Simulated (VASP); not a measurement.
Li: single point with LDA

The system is Li.

```
Li
1.0
     2.82559    0.00000    0.00000
    -1.41279    2.44703    0.00000
     0.00000    0.00000    4.60776
Li
2
Direct
  0.33333 0.66667 0.25000
  0.66667 0.33333 0.75000
```

This cell differs from its parent crystal: volume scaled by 0.84.

```
Program                : VASP 6.6.1
Task                   : single point
Functional             : LDA
Potentials or basis    : VASP PAW LDA potentials, release 64 (Li_sv)
Cutoff                 : 520 eV
k mesh                 : 14 × 14 × 8
Occupations            : fermi-dirac, width 0.05 eV
Spin                   : no spin polarisation
Dipole correction      : no
Further INCAR settings : ALGO = Normal; EDIFF = 1e-06; NBANDS = 10
```

```json
{
 "Band gap on the k mesh": "zero (band 3 reaches 3.46 eV, above the bottom of band 4 at -1.24 eV)"
}
```

Levels at points of the mesh, in eV from the Fermi level:
```
           k point  band 1  band 2  band 3  band 4  band 5  band 6  band 7
(0.00, 0.00, 0.00)  -45.23  -45.18   -3.74   -0.12    3.90   14.50   14.50
(0.50, 0.00, 0.00)  -45.18  -45.16   -0.15    1.37    5.39    6.75    7.59
(0.00, 0.00, 0.50)  -45.20  -45.20   -2.57   -2.57    9.45    9.45   15.58
(0.50, 0.00, 0.50)  -45.17  -45.17    0.70    0.70    4.42    4.42   11.40
```

Run time: 16 s on 1 thread of Intel Xeon 6975P-C, on a shared host, peak memory 0.15 GiB.
